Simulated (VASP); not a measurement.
## TiC: single point with LDA

The system is TiC.

```
Ti C
1.0
     0.00000    2.15118    2.15118
     2.15118    0.00000    2.15118
     2.15118    2.15118    0.00000
Ti C
1 1
Direct
  0.00000 0.00000 0.00000
  0.50000 0.50000 0.50000
```

* Program: VASP 6.6.1
* Task: single point
* Functional: LDA
* Potentials or basis: VASP PAW LDA potentials, release 64 (Ti_sv, C)
* Cutoff: 520 eV
* k mesh: 11 × 11 × 11
* Occupations: fermi-dirac, width 0.05 eV
* Spin: no spin polarisation

```
Pressure               : -7.1 GPa
Band gap on the k mesh : zero (band 8 reaches 10.11 eV, above the bottom of band 9 at 9.06 eV)
```

Levels at points of the mesh, in eV from the Fermi level:
| k point | band 6 | band 7 | band 8 | band 9 | band 10 | band 11 |
| --- | --- | --- | --- | --- | --- | --- |
| (0.00, 0.00, 0.00) | 0.58 | 0.58 | 0.58 | 1.66 | 1.66 | 1.66 |

Run time: 8 s on 1 thread of Intel(R) Xeon(R) Platinum 8488C (Sapphire Rapids), with other jobs on the host, peak memory 0.13 GiB.
